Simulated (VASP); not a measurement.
A run of VASP 6.6.1:

The input POSCAR:

```
Si
1.0
    2.7154700000     -2.7154700000      0.0000000000
    2.7154700000      0.0000000000     -2.7154700000
    5.9740340000      4.8878460000      5.4309400000
Si
6
Direct
    0.5583400000      0.6666666667      0.5416333333
    0.9583400000      0.0000000000      0.2083000000
    0.1583400000      0.3333333333      0.8749666667
    0.5083400000      0.6666666667      0.7916333333
    0.9083400000      1.0000000000      0.4583000000
    0.3083400000      0.3333333333      0.1249666667
```

The input INCAR.step1:

```
PREC     = Accurate       # precision mode
ENCUT    = 520            # plane-wave cutoff, eV
ISMEAR   = 0              # smearing method
SIGMA    = 0.05           # smearing width, eV
LREAL    = F              # projectors in reciprocal space
LASPH    = T              # aspherical terms in the spheres
NELM     = 60             # most SCF steps
NBANDS   = 21             # bands
GGA      = PE             # functional
ALGO     = Normal         # electronic algorithm
EDIFF    = 1E-4           # SCF threshold, eV
LWAVE    = T              # write WAVECAR
LCHARG   = F              # write CHGCAR
```

Contents of INCAR.step2:

```
PREC     = Accurate       # precision mode
ENCUT    = 520            # plane-wave cutoff, eV
EDIFF    = 1E-6           # SCF threshold, eV
ISMEAR   = 0              # smearing method
SIGMA    = 0.05           # smearing width, eV
LREAL    = F              # projectors in reciprocal space
LASPH    = T              # aspherical terms in the spheres
NELM     = 60             # most SCF steps
ALGO     = Normal         # electronic algorithm
ISIF     = 2              # what is computed and relaxed
LWAVE    = F              # write WAVECAR
LCHARG   = F              # write CHGCAR
METAGGA  = R2SCAN         # meta-GGA
LMIXTAU  = T            
NBANDS   = 21             # bands
ISTART   = 1
```

The input KPOINTS:

```
regular mesh
0
Gamma
  8 8 3
```

Potentials or basis: VASP PAW PBE potentials, release 64 (Si).

Launch:

```console
$ cat potpaw_PBE.64/Si/POTCAR > POTCAR
$ cp INCAR.step1 INCAR
$ mpirun -np 1 vasp_std > vasp.out
$ cp INCAR.step2 INCAR
$ mpirun -np 1 vasp_std > vasp.out
```

Hardware: 1 thread of AMD EPYC 9R45 96-Core Processor (Zen 5), with other jobs on the host.

Task: How long does it take, and how much memory?

Result: Wall time 6.1 min on 1 thread of AMD EPYC 9R45 96-Core Processor (Zen 5) (shared host), peak memory 0.32 GiB. Counts: k points 98.
